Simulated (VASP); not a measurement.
# WSe2 in VASP: notebook

WSe2 is run at these levels: PBEsol+D3(BJ); tasks: single point.

All numbers are computed with VASP 6.6.1; they aren't measurements. Logs are shortened: lines on timing, memory, paths and dates and some standing lists are left out, and cuts for length are marked.

### Step 1. The cell of the first run

The cell holds a slab with vacuum, 3 atoms: a = 3.318 Å, b = 3.318 Å, c = 16.658 Å, α = 90.00°, β = 90.00°, γ = 120.00°.

### Step 2. Single point, PBEsol+D3(BJ)

The input, INCAR:

```
PREC = Accurate
ENCUT = 520
EDIFF = 1E-6
ISMEAR = 0
SIGMA = 0.05
LREAL = False
LASPH = True
NELM = 80
ALGO = Normal
ISIF = 2
LWAVE = False
LCHARG = False
GGA = PS
IVDW = 12
NBANDS = 20
```

The input, KPOINTS:

```
regular mesh
0
Gamma
  12 12 2
```

The input, POSCAR:

```
WSe2
1.0
    3.3179375931      0.0000000000      0.0000000000
   -1.6589687966      2.8734182438      0.0000000000
    0.0000000000      0.0000000000     16.6581424200
W Se
1 2
Direct
    0.0150696023      0.0150696023      0.0000000000
    0.3333333333      0.6666666667      0.0997865200
    0.3333333333      0.6666666667      0.9002134800
```

Potentials or basis: VASP PAW PBE potentials, release 64 (W_sv, Se).

The run is started by

```sh
> cat potpaw_PBE.64/W_sv/POTCAR potpaw_PBE.64/Se/POTCAR > POTCAR
> mpirun -np 1 vasp_std > vasp.out
```

OUTCAR:

```text
PREC = Accurate
   ENCUT = 520
   EDIFF = 1E-6
   ISMEAR = 0
   LREAL = False
   LASPH = True
   NELM = 80
   ISIF = 2
   GGA = PS
   IVDW = 12
 IVDW          = 12

 ion  position               nearest neighbor table
   1  0.015  0.015  0.000-   2 2.50   3 2.50   2 2.54   3 2.54   2 2.57   3 2.57
   2  0.333  0.667  0.100-   1 2.50   1 2.54   1 2.57
   3  0.333  0.667  0.900-   1 2.50   1 2.54   1 2.57

  LATTYP: Found a hexagonal cell.
 ALAT       =     3.3179375931
 C/A-ratio  =     5.0206316281

  Lattice vectors:

 A1 = (   3.3179375931,   0.0000000000,   0.0000000000)
 A2 = (  -1.6589687966,   2.8734182438,   0.0000000000)
 A3 = (   0.0000000000,   0.0000000000,  16.6581424200)

Analysis of symmetry for initial positions (statically):
=====================================================================
 Subroutine PRICEL returns:
 Original cell was already a primitive cell.

 Routine SETGRP: Setting up the symmetry group for a
 hexagonal supercell.

 Subroutine GETGRP returns: Found  2 space group operations
 (whereof  2 operations were pure point group operations)
 out of a pool of 24 trial point group operations.

The static configuration has the point symmetry C_1h.

Analysis of symmetry for dynamics (positions and initial velocities):
=====================================================================
 Subroutine PRICEL returns:
 Original cell was already a primitive cell.

 Routine SETGRP: Setting up the symmetry group for a
 hexagonal supercell.

 Subroutine GETGRP returns: Found  2 space group operations
 (whereof  2 operations were pure point group operations)
 out of a pool of 24 trial point group operations.

The dynamic configuration has the point symmetry C_1h.

 Subroutine INISYM returns: Found  2 space group operations
 (whereof  2 operations are pure point group operations),
 and found     1 'primitive' translations

----------------------------------------------------------------------------------------

                                     Primitive cell

  volume of cell :     158.8158

  direct lattice vectors                    reciprocal lattice vectors
     3.317937593  0.000000000  0.000000000     0.301392046  0.174008779  0.000000000
    -1.658968797  2.873418244  0.000000000     0.000000000  0.348017558  0.000000000
     0.000000000  0.000000000 16.658142420     0.000000000  0.000000000  0.060030703

  length of vectors
     3.317937593  3.317937593 16.658142420     0.348017558  0.348017558  0.060030703
[... 82 lines left out ...]
   NELM   =     80;   NELMIN=  2; NELMDL= -5     # of ELM steps
   EDIFF  = 0.1E-05   stopping-criterion for ELM
   LREAL  =      F    real-space projection
   EDIFFG = 0.1E-04   stopping-criterion for IOM
   NSW    =      0    number of steps for IOM
   IBRION =     -1    ionic relax: 0-MD 1-quasi-New 2-CG
   NFREE  =      0    steps in history (QN), initial steepest desc. (CG)
   ISIF   =      2    stress and relaxation
   ISYM   =      2    0-nonsym 1-usesym 2-fastsym
   POTIM  = 0.5000    time-step for ionic-motion
   TEBEG  =    0.0;   TEEND  =   0.0 temperature during run
   PSTRESS=    0.0 pullay stress
   NELECT =      26.0000    total number of electrons
   NUPDOWN=      -1.0000    fix difference up-down
   EMIN   =  10.00;   EMAX   =-10.00  energy-range for DOS
   EFERMI =   0.00;   METHOD = LEGACY
   ISMEAR =     0;   SIGMA  =   0.05  broadening in eV -4-tet -1-fermi 0-gaus
   EFERMI_NEDOS =   21; number of points for ismear=-14 and -15
   IALGO  =     38    algorithm
   IMIX   =      4    mixing-type and parameters
     AMIX     =   0.40;   BMIX     =  1.00
     AMIX_MAG =   1.60;   BMIX_MAG =  1.00
  volume/ion in A,a.u.               =      52.94       357.25
  Fermi-wavevector in a.u.,A,eV,Ry     =   0.895574  1.692389 10.912587  0.802053
  Thomas-Fermi vector in A             =   2.017923
   LORBIT       =      0    0 simple, 1 ext, 2 COOP (PROOUT), +10 PAW based schemes
   GGA     = PS    functional components
   LHFCALC =     F    Hartree Fock is set to
   AEXX    =    0.0000 exact exchange contribution
   IVDW    =    12    specifies the selected vdW correction
   LEPSILON=     F    determine dielectric tensor
   LRPA    =     F    only Hartree local field effects (RPA)
 non-spin polarized calculation
 Gauss-broadening in eV      SIGMA  =   0.05
  energy-cutoff  :      520.00
  volume of cell :      158.82
 maximum number of plane-waves:      4302
 NGX is ok and might be reduce to    28
   NGX = 13   NGY = 13   NGZ = 61

 number of electron      25.9999999 magnetization

 Free energy of the ion-electron system (eV)
  ---------------------------------------------------
  ext. energy  EPLUGINS =         0.00000000
  ---------------------------------------------------
  free energy    TOTEN  =       -23.19590832 eV

  energy without entropy =      -23.19590832  energy(sigma->0) =      -23.19590832

 E-fermi :  -0.5331     XC(G=0):  -4.7836

 val. band max:       -0.9687008588   @ k =   0.3333   0.3333   0.0000
 cond. band min:       0.5448330241   @ k =   0.3333   0.3333   0.5000
 fundamental gap:      1.5135338830
 Fermi energy:        -0.5330783733

 k-point     1 :       0.0000    0.0000    0.0000
  band No.  band energies     occupation
      1     -74.9715      2.00000
      2     -39.2027      2.00000
      3     -39.1013      2.00000
      4     -39.0900      2.00000
      5     -15.7132      2.00000
      6     -14.4162      2.00000
[... 541 lines left out ...]
     19       5.0026      0.00000
     20       5.7360      0.00000

 [... further k-points ...]

------------------------ aborting loop because EDIFF is reached ----------------------------------------

 Edisp (eV)   -0.84057

 E8    (eV) :    -0.5843

  FORCE on cell =-STRESS in cart. coord.  units (eV):
  Direction    XX          YY          ZZ          XY          YZ          ZX
  --------------------------------------------------------------------------------------
  -------------------------------------------------------------------------------------
  Total      -2.40881    -1.80003    -0.38432    -0.17923     0.00000     0.00000
  in kB     -24.30077   -18.15920    -3.87709    -1.80816     0.00000     0.00000
  external pressure =      -15.45 kB  Pullay stress =        0.00 kB

 VOLUME and BASIS-vectors are now :
 -----------------------------------------------------------------------------
  energy-cutoff  :      520.00
  volume of cell :      158.82
      direct lattice vectors                 reciprocal lattice vectors
     3.317937593  0.000000000  0.000000000     0.301392046  0.174008779  0.000000000
    -1.658968797  2.873418244  0.000000000     0.000000000  0.348017558  0.000000000
     0.000000000  0.000000000 16.658142420     0.000000000  0.000000000  0.060030703

 POSITION                                       TOTAL-FORCE (eV/Angst)
 -----------------------------------------------------------------------------------
      0.02500      0.04330      0.00000        -0.446552     -0.799127      0.000000
     -0.00000      1.91561      1.66226         0.223276      0.399563     -0.105734
     -0.00000      1.91561     14.99588         0.223276      0.399563      0.105734
 -----------------------------------------------------------------------------------
    total drift:                                0.000026      0.000051     -0.000000

  FREE ENERGIE OF THE ION-ELECTRON SYSTEM (eV)
  ---------------------------------------------------
  free  energy   TOTEN  =       -24.0364775161 eV

  energy  without entropy=      -24.0364775161  energy(sigma->0) =      -24.03647752
```

stdout:

```text
POSCAR found type information on POSCAR W Se
 POSCAR found :  2 types and       3 ions
 scaLAPACK will be used
 -----------------------------------------------------------------------------
|                                                                             |
|                                                                             |
|     You enforced a specific xc type in the INCAR file but a different       |
|     I HOPE YOU KNOW WHAT YOU ARE DOING!                                     |
|                                                                             |
 -----------------------------------------------------------------------------

 LDA part: xc-table for (Slater+PW92), standard interpolation
 POSCAR, INCAR and KPOINTS ok, starting setup
 FFT: planning ... GRIDC
 FFT: planning ... GRID_SOFT
 FFT: planning ... GRID
 WAVECAR not read
 entering main loop
```

It took 18 min on 1 thread of Intel Xeon 8259CL, shared host; peak memory 0.64 GiB.

Results:

```yaml
Free_energy: -24.0365 eV
Largest_force: 0.915 eV/Å
Band_gap_on_the_k_mesh: 1.51 eV
Dispersion_energy_per_atom: -0.280 eV
```

Forces in eV/Å, atoms in the order of the input:
```
W   -0.447 -0.799  0.000
Se   0.223  0.400 -0.106
Se   0.223  0.400  0.106
```

Levels at points of the mesh, in eV from the valence-band top:
| k point | band 10 | band 11 | band 12 | band 13 | band 14 | band 15 | band 16 | band 17 |
| --- | --- | --- | --- | --- | --- | --- | --- | --- |
| (0.00, 0.00, 0.00) | -2.09 | -1.47 | -1.07 | -0.27 | 2.69 | 3.02 | 3.17 | 3.23 |
| (0.50, 0.00, 0.00) | -3.09 | -1.98 | -1.04 | -0.84 | 2.37 | 2.74 | 3.57 | 4.31 |
| (0.00, 0.50, 0.00) | -2.95 | -2.14 | -1.10 | -0.88 | 2.31 | 2.73 | 3.81 | 4.36 |
| (0.50, 0.50, 0.00) | -3.01 | -2.06 | -1.15 | -0.78 | 2.34 | 2.74 | 3.63 | 4.33 |
| (0.00, 0.00, 0.50) | -2.09 | -1.47 | -1.07 | -0.27 | 2.69 | 3.02 | 3.17 | 3.23 |
| (0.50, 0.00, 0.50) | -3.09 | -1.98 | -1.04 | -0.84 | 2.37 | 2.74 | 3.57 | 4.31 |
| (0.00, 0.50, 0.50) | -2.95 | -2.14 | -1.10 | -0.88 | 2.31 | 2.73 | 3.81 | 4.36 |
| (0.50, 0.50, 0.50) | -3.01 | -2.06 | -1.15 | -0.78 | 2.34 | 2.74 | 3.63 | 4.33 |

Caveat: the cell differs from its parent crystal (all W atoms moved -0.050 Å, as atom 1 towards its neighbour atom 1 (W) at 3.318 Å); there is no dipole correction, which matters where the two faces differ; the PAW data sets were made with another functional, which shifts forces and pressure a little; spin-orbit coupling is left out, which moves the levels of the heavy elements.

### Step 3. Single point, PBEsol+D3(BJ)

The input, INCAR:

```
SYSTEM = WSe2
PREC = Accurate
ENCUT = 520
EDIFF = 1E-6
ISMEAR = 0
SIGMA = 0.05
LREAL = .False.
LASPH = .True.
NELM = 60
ALGO = Normal
ISIF = 2
LWAVE = .False.
LCHARG = .False.
GGA = PS
IVDW = 12
NBANDS = 20
```

The input, KPOINTS:

```
regular mesh
0
Gamma
  12 12 2
  0 0 0
```

POSCAR: that of step 2 with these lines changed.

```diff
@@ -8,3 +8,3 @@
 Direct
-    0.0150696023      0.0150696023      0.0000000000
+   -0.0075348012     -0.0075348012      0.0000000000
     0.3333333333      0.6666666667      0.0997865200
```

Potentials or basis: VASP PAW PBE potentials, release 64 (W_sv, Se).

The run is started by

```sh
> cat potpaw_PBE.64/W_sv/POTCAR potpaw_PBE.64/Se/POTCAR > POTCAR
> mpirun -np 1 vasp_std > vasp.out
```

Run time: 20 min. Hardware: 1 thread of Intel Xeon 8259CL, shared host; peak memory 0.64 GiB.

It converged, with:

- Free energy: -24.0536 eV
- Largest force: 0.458 eV/Å
- Band gap on the k mesh: 1.52 eV
- Dispersion energy per atom: -0.280 eV

Forces in eV/Å, atoms in the order of the input:
```
W    0.232  0.395  0.000
Se  -0.116 -0.198 -0.126
Se  -0.116 -0.198  0.126
```

Levels at points of the mesh, in eV from the valence-band top:
| k point | band 11 | band 12 | band 13 | band 14 | band 15 | band 16 |
| --- | --- | --- | --- | --- | --- | --- |
| (0.00, 0.00, 0.00) | -1.37 | -1.17 | -0.26 | 2.81 | 3.05 | 3.09 |
| (0.50, 0.00, 0.00) | -2.10 | -1.03 | -0.92 | 2.33 | 2.74 | 3.77 |
| (0.00, 0.50, 0.00) | -2.02 | -1.00 | -0.90 | 2.36 | 2.74 | 3.65 |
| (0.50, 0.50, 0.00) | -2.06 | -1.06 | -0.87 | 2.35 | 2.74 | 3.69 |
| (0.00, 0.00, 0.50) | -1.37 | -1.17 | -0.26 | 2.81 | 3.05 | 3.09 |
| (0.50, 0.00, 0.50) | -2.10 | -1.03 | -0.92 | 2.33 | 2.74 | 3.77 |
| (0.00, 0.50, 0.50) | -2.02 | -1.00 | -0.90 | 2.36 | 2.74 | 3.65 |
| (0.50, 0.50, 0.50) | -2.06 | -1.06 | -0.87 | 2.35 | 2.74 | 3.69 |

Caveat: the cell differs from its parent crystal (all W atoms moved +0.025 Å, as atom 1 towards its neighbour atom 1 (W) at 3.318 Å); there is no dipole correction, which matters where the two faces differ; the PAW data sets were made with another functional, which shifts forces and pressure a little; spin-orbit coupling is left out, which moves the levels of the heavy elements.
